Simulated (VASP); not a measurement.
Set up this calculation in VASP 6.6.1, as the native input.

| Property | Result |
| --- | --- |
| Task | single point |
| Functional | PBE |
| Potentials or basis | VASP PAW PBE potentials, release 64 (Si, F) |
| Cutoff | 520 eV |
| k mesh | 6 × 6 × 6 |
| Occupations | gaussian, width 0.1 eV |
| Spin | no spin polarisation |
| Dipole correction | no |
| Further INCAR settings | ALGO = Normal; EDIFF = 1e-07; NBANDS = 18 |

The structure of Si3F lies in POSCAR:

```
Si3F
1.0
    0.0000000000      3.1144349200      3.1144349200
    3.1144349200      0.0000000000      3.1144349200
    3.1144349200      3.1144349200      0.0000000000
Si F
3 1
Direct
    0.7500000000      0.7500000000      0.7500000000
    0.2500000000      0.2500000000      0.2500000000
    0.0000000000      0.0000000000      0.0000000000
    0.5000000000      0.5000000000      0.5000000000
```

The cell was generated, and may not be a known phase.

One way to write it, as run:

INCAR

```
SYSTEM = Si3F
PREC = Accurate ; ENCUT = 520
EDIFF = 1E-7 ; ISMEAR = 0
SIGMA = 0.1 ; LREAL = .False.
LASPH = .True. ; NELM = 100
ALGO = Normal ; ISIF = 2
LWAVE = .False. ; LCHARG = .False.
GGA = PE ; NBANDS = 18
```

KPOINTS

```
Automatic mesh
0
Gamma
  6 6 6
  0 0 0
```

Potentials or basis: VASP PAW PBE potentials, release 64 (Si, F).

Command:

```sh
$ cat potpaw_PBE.64/Si/POTCAR potpaw_PBE.64/F/POTCAR > POTCAR
$ mpirun -np 1 vasp_std > vasp.out
```

Results of the run:

The pressure is -8.6 GPa and the band gap on the k mesh is zero (an odd number of electrons rules out a gap without spin polarisation).

Caveat: the cell stands under tension; an odd number of electrons without spin polarisation forces a metal; a magnetic or distorted state may lie lower.

It took 37 s on 1 thread of Intel Xeon 8259CL (shared host), peak memory 0.19 GiB.
